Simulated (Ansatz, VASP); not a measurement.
## YS in VASP and in Ansatz

```
Y S
1.0
     0.00000    2.74365    2.74365
     2.74365    0.00000    2.74365
     2.74365    2.74365    0.00000
Y S
1 1
Direct
  0.50000 0.50000 0.50000
  0.00000 0.00000 0.00000
```

Alike in both runs: task single point; functional LDA; k mesh 9 × 9 × 9; collinear spin.

```csv
,VASP,Ansatz
version,VASP 6.6.1,Ansatz 0.2.0
potentials or method,"VASP PAW LDA potentials, release 64 (Y_sv, S), cutoff 520 eV","plane waves, PAW"
occupations,"gaussian, width 0.1 eV",gaussian
valence electrons in the cell,17,17
```

|  | VASP | Ansatz | Ansatz less VASP |
| --- | --- | --- | --- |
| gap on the k mesh at the Fermi level (eV) | none | none | - |
| net moment per atom (μB) | 0.00 | 0.00 | 0.000 |

LDA's correlation is that of Perdew and Zunger in VASP and of Perdew and Wang (1992) in Ansatz. A gap of «none» marks a metal or a gap that the smearing closes. Ansatz's warnings: no starting moments.
